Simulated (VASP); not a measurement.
# Ru (P6_3/mmc) in VASP: notebook

Runs on Ru. Level: LDA. Tasks: single point.

Program: VASP 6.6.1. These are calculated values, not measurements. Logs are shortened: lines on timing, memory, paths and dates and some standing lists are left out, and cuts for length are marked.

## Step 1: The cell of the first run

The structure is hexagonal, space group P6_3/mmc (No. 194). The conventional cell has a = 2.625 Å, b = 2.625 Å, c = 4.410 Å, α = 90.00°, β = 90.00°, γ = 120.00°. Within 3.5 Å of Ru (site symmetry -6m2) lie 12 Ru at 2.62 to 2.68 Å.

## Step 2: Single point, LDA (strain -0.030 along x and y, +0.030 along z)

INCAR reads:

```
SYSTEM = Ru
ALGO = Fast
EDIFF = 1E-6
ENCUT = 520
GGA = CA
ISIF = 2
ISMEAR = 0
LASPH = .True.
LCHARG = .True.
LELF = .True.
LREAL = .False.
LVHAR = .True.
LWAVE = .False.
NBANDS = 21
NELM = 60
PREC = Accurate
SIGMA = 0.15
```

KPOINTS reads:

```
k-points
0
Gamma
  21 21 12
  0 0 0
```

POSCAR reads:

```
Ru
1.0
    2.6246253542      0.0000000000      0.0000000000
   -1.3123126771      2.2729922322      0.0000000000
    0.0000000000      0.0000000000      4.4103570000
Ru
2
Direct
    0.3333333333      0.6666666667      0.2500000000
    0.6666666667      0.3333333333      0.7500000000
```

Potentials or basis: VASP PAW LDA potentials, release 64 (Ru_pv).

The run is started by

```sh
$ cat potpaw_LDA.64/Ru_pv/POTCAR > POTCAR
$ mpirun -np 1 vasp_std > vasp.out
```

OUTCAR:

```text
SYSTEM = Ru
   EDIFF = 1E-6
   ENCUT = 520
   GGA = CA
   ISIF = 2
   ISMEAR = 0
   LASPH = .True.
   LREAL = .False.
   NELM = 60
   PREC = Accurate

 ion  position               nearest neighbor table
   1  0.333  0.667  0.250-   2 2.68   2 2.68   2 2.68   2 2.68   2 2.68   2 2.68
   2  0.667  0.333  0.750-   1 2.68   1 2.68   1 2.68   1 2.68   1 2.68   1 2.68

  LATTYP: Found a hexagonal cell.
 ALAT       =     2.6246253542
 C/A-ratio  =     1.6803758270

  Lattice vectors:

 A1 = (   2.6246253542,   0.0000000000,   0.0000000000)
 A2 = (  -1.3123126771,   2.2729922322,   0.0000000000)
 A3 = (   0.0000000000,   0.0000000000,   4.4103570000)

Analysis of symmetry for initial positions (statically):
=====================================================================
 Subroutine PRICEL returns:
 Original cell was already a primitive cell.

 Routine SETGRP: Setting up the symmetry group for a
 hexagonal supercell.

 Subroutine GETGRP returns: Found 24 space group operations
 (whereof 12 operations were pure point group operations)
 out of a pool of 24 trial point group operations.

The static configuration has the point symmetry D_3d.
 The point group associated with its full space group is D_6h.

Analysis of symmetry for dynamics (positions and initial velocities):
=====================================================================
 Subroutine PRICEL returns:
 Original cell was already a primitive cell.

 Routine SETGRP: Setting up the symmetry group for a
 hexagonal supercell.

 Subroutine GETGRP returns: Found 24 space group operations
 (whereof 12 operations were pure point group operations)
 out of a pool of 24 trial point group operations.

The dynamic configuration has the point symmetry D_3d.
 The point group associated with its full space group is D_6h.

 Subroutine INISYM returns: Found 24 space group operations
 (whereof 12 operations are pure point group operations),
 and found     1 'primitive' translations

----------------------------------------------------------------------------------------

                                     Primitive cell

  volume of cell :      26.3111

  direct lattice vectors                    reciprocal lattice vectors
     2.624625354  0.000000000  0.000000000     0.381006759  0.219974355  0.000000000
    -1.312312677  2.272992232  0.000000000     0.000000000  0.439948710  0.000000000
     0.000000000  0.000000000  4.410357000     0.000000000  0.000000000  0.226739015

  length of vectors
     2.624625354  2.624625354  4.410357000     0.439948710  0.439948710  0.226739015

  position of ions in fractional coordinates (direct lattice)
     0.333333333  0.666666667  0.250000000
     0.666666667  0.333333333  0.750000000
[... 79 lines left out ...]
   EDIFFG = 0.1E-04   stopping-criterion for IOM
   NSW    =      0    number of steps for IOM
   IBRION =     -1    ionic relax: 0-MD 1-quasi-New 2-CG
   NFREE  =      0    steps in history (QN), initial steepest desc. (CG)
   ISIF   =      2    stress and relaxation
   ISYM   =      2    0-nonsym 1-usesym 2-fastsym
   POTIM  = 0.5000    time-step for ionic-motion
   TEBEG  =    0.0;   TEEND  =   0.0 temperature during run
   PSTRESS=    0.0 pullay stress
   NELECT =      28.0000    total number of electrons
   NUPDOWN=      -1.0000    fix difference up-down
   EMIN   =  10.00;   EMAX   =-10.00  energy-range for DOS
   EFERMI =   0.00;   METHOD = LEGACY
   ISMEAR =     0;   SIGMA  =   0.15  broadening in eV -4-tet -1-fermi 0-gaus
   EFERMI_NEDOS =   21; number of points for ismear=-14 and -15
   IALGO  =     68    algorithm
   IMIX   =      4    mixing-type and parameters
     AMIX     =   0.40;   BMIX     =  1.00
     AMIX_MAG =   1.60;   BMIX_MAG =  1.00
  volume/ion in A,a.u.               =      13.16        88.78
  Fermi-wavevector in a.u.,A,eV,Ry     =   1.671403  3.158494 38.009071  2.793588
  Thomas-Fermi vector in A             =   2.756732
   LORBIT       =      0    0 simple, 1 ext, 2 COOP (PROOUT), +10 PAW based schemes
   GGA     = CA    functional components
   LHFCALC =     F    Hartree Fock is set to
   AEXX    =    0.0000 exact exchange contribution
   IVDW    =     0    specifies the selected vdW correction
   LEPSILON=     F    determine dielectric tensor
   LRPA    =     F    only Hartree local field effects (RPA)
 non-spin polarized calculation
 RMM-DIIS sequential band-by-band and
 Gauss-broadening in eV      SIGMA  =   0.15
  energy-cutoff  :      520.00
  volume of cell :       26.31
 maximum number of plane-waves:       732
 NGX is ok and might be reduce to    20
   NGX =  9   NGY =  9   NGZ = 17

 number of electron      27.9999996 magnetization

 Free energy of the ion-electron system (eV)
  ---------------------------------------------------
  ext. energy  EPLUGINS =         0.00000000
  ---------------------------------------------------
  free energy    TOTEN  =       -21.29094809 eV

  energy without entropy =      -21.27422605  energy(sigma->0) =      -21.28258707

 E-fermi :  13.2890     XC(G=0): -14.5750

 val. band max:       13.2767337280   @ k =   0.1905   0.0952   0.2500
 cond. band min:      13.2890954846   @ k =   0.4286   0.1429   0.4167
 fundamental gap:      0.0123617567
 Fermi energy:        13.2889715092

 k-point     1 :       0.0000    0.0000    0.0000
  band No.  band energies     occupation
      1     -30.2046      2.00000
      2     -29.1575      2.00000
      3     -29.1575      2.00000
      4     -29.0787      2.00000
      5     -29.0202      2.00000
      6     -29.0202      2.00000
[... 565 lines left out ...]
     20      23.2399      0.00000
     21      23.2486      0.00000

 [... further k-points ...]

------------------------ aborting loop because EDIFF is reached ----------------------------------------

  FORCE on cell =-STRESS in cart. coord.  units (eV):
  Direction    XX          YY          ZZ          XY          YZ          ZX
  --------------------------------------------------------------------------------------
  -------------------------------------------------------------------------------------
  Total        1.7063970      1.7063970     -3.4848039     -0.0000000      0.0000000     -0.0000000
  in kB      103.9086334    103.9086334   -212.2022156     -0.0000000      0.0000000     -0.0000000
  external PRESSURE =      -1.4616496 kB  Pullay stress =       0.0000000 kB

 VOLUME and BASIS-vectors are now :
 -----------------------------------------------------------------------------
  energy-cutoff  :      520.00
  volume of cell :       26.31
      direct lattice vectors                 reciprocal lattice vectors
     2.624625354  0.000000000  0.000000000     0.381006759  0.219974355  0.000000000
    -1.312312677  2.272992232  0.000000000     0.000000000  0.439948710  0.000000000
     0.000000000  0.000000000  4.410357000     0.000000000  0.000000000  0.226739015

 POSITION                                       TOTAL-FORCE (eV/Angst)
 -----------------------------------------------------------------------------------
     -0.00000      1.51533      1.10259         0.000000     -0.000000      0.000000
      1.31231      0.75766      3.30777        -0.000000      0.000000      0.000000
 -----------------------------------------------------------------------------------
    total drift:                               -0.000000      0.000000     -0.000000

  FREE ENERGIE OF THE ION-ELECTRON SYSTEM (eV)
  ---------------------------------------------------
  free  energy   TOTEN  =       -21.2909480941 eV

  energy  without entropy=      -21.2742260504  energy(sigma->0) =      -21.28258707
```

OSZICAR:

```text
N       E                     dE             d eps       ncg     rms          rms(c)
DAV:   1     0.287415146931E+03    0.28742E+03   -0.17549E+04 14160   0.149E+03
DAV:   2    -0.167394389872E+02   -0.30415E+03   -0.29482E+03 14430   0.448E+02
DAV:   3    -0.226910689191E+02   -0.59516E+01   -0.59124E+01 16822   0.703E+01
DAV:   4    -0.227343261494E+02   -0.43257E-01   -0.43182E-01 17178   0.580E+00
DAV:   5    -0.227348844034E+02   -0.55825E-03   -0.55333E-03 16131   0.589E-01    0.199E+01
RMM:   6    -0.213981577222E+02    0.13367E+01   -0.29032E+00 14402   0.140E+01    0.548E+00
RMM:   7    -0.213014731774E+02    0.96685E-01   -0.37493E-01 15489   0.435E+00    0.114E+00
RMM:   8    -0.212916815387E+02    0.97916E-02   -0.24328E-02 15999   0.154E+00    0.480E-01
RMM:   9    -0.212909110679E+02    0.77047E-03   -0.27911E-03 16182   0.499E-01    0.614E-02
RMM:  10    -0.212909433656E+02   -0.32298E-04   -0.46914E-04 16513   0.217E-01    0.298E-02
RMM:  11    -0.212909478446E+02   -0.44790E-05   -0.65765E-05 17491   0.502E-02    0.655E-03
RMM:  12    -0.212909480941E+02   -0.24955E-06   -0.83559E-06 15059   0.198E-02
   1 F= -.21290948E+02 E0= -.21282587E+02  d E =-.167220E-01
```

Wall time 3.5 min (1 thread of Intel Xeon 8259CL, shared host); peak memory 0.25 GiB.

Results:

| Property | Result |
| --- | --- |
| Free energy | -21.2909 eV |
| Pressure | -0.1 GPa |
| Band gap on the k mesh | zero (bands 14 and 15 overlap by 3.27 eV) |

Levels at points of the mesh, in eV from the Fermi level:
```tsv
k point	band 11	band 12	band 13	band 14	band 15	band 16	band 17	band 18
(0.00, 0.00, 0.00)	-2.69	-2.11	-2.11	-0.98	-0.98	0.65	1.27	1.27
(0.00, 0.00, 0.50)	-2.74	-2.74	-2.74	-2.74	0.58	0.58	0.58	0.58
```

Caveat: the cell differs from its parent crystal (strain -0.030 along x and y, +0.030 along z); the stress differs along the axes, from -21 to 10 GPa.

## Step 3: Single point, LDA (strain +0.000 along x and y, -0.030 along z)

INCAR reads:

```
SYSTEM = Ru
PREC = Accurate
ENCUT = 520
EDIFF = 1E-7
ISMEAR = 0
SIGMA = 0.15
LREAL = .FALSE.
LASPH = .TRUE.
NELM = 100
ALGO = Fast
ISIF = 2
LWAVE = .FALSE.
LCHARG = .FALSE.
GGA = CA
NBANDS = 21
```

KPOINTS reads:

```
regular mesh
0
G
  21 21 12
  0 0 0
```

POSCAR reads:

```
Ru
1.0
    2.7057993342      0.0000000000      0.0000000000
   -1.3528996671      2.3432909610      0.0000000000
    0.0000000000      0.0000000000      4.1534430000
Ru
2
Direct
    0.3333333333      0.6666666667      0.2500000000
    0.6666666667      0.3333333333      0.7500000000
```

Potentials or basis: VASP PAW LDA potentials, release 64 (Ru_pv).

The run is started by

```sh
$ cat potpaw_LDA.64/Ru_pv/POTCAR > POTCAR
$ mpirun -np 1 vasp_std > vasp.out
```

It took 3.9 min on 1 thread of Intel Xeon 8259CL, shared host; peak memory 0.24 GiB.

The run converged. Its results:

```yaml
Free_energy: -21.3780 eV
Pressure: -0.4 GPa
Band_gap_on_the_k_mesh: zero (bands 14 and 15 overlap by 3.30 eV)
```

Stress tensor (GPa, compression positive):
```
-4.95  0.00  0.00
 0.00 -4.95  0.00
 0.00  0.00  8.57
```

Levels at points of the mesh, in eV from the Fermi level:
```tsv
k point	band 11	band 12	band 13	band 14	band 15	band 16	band 17	band 18
(0.00, 0.00, 0.00)	-2.27	-2.00	-2.00	-1.72	-1.72	1.23	1.23	1.68
(0.00, 0.00, 0.50)	-3.05	-3.05	-2.67	-2.67	0.60	0.60	0.60	0.60
```

Caveat: the cell differs from its parent crystal (strain +0.000 along x and y, -0.030 along z); the stress differs along the axes, from -5 to 9 GPa.

(Continued in part 2 of 2.)
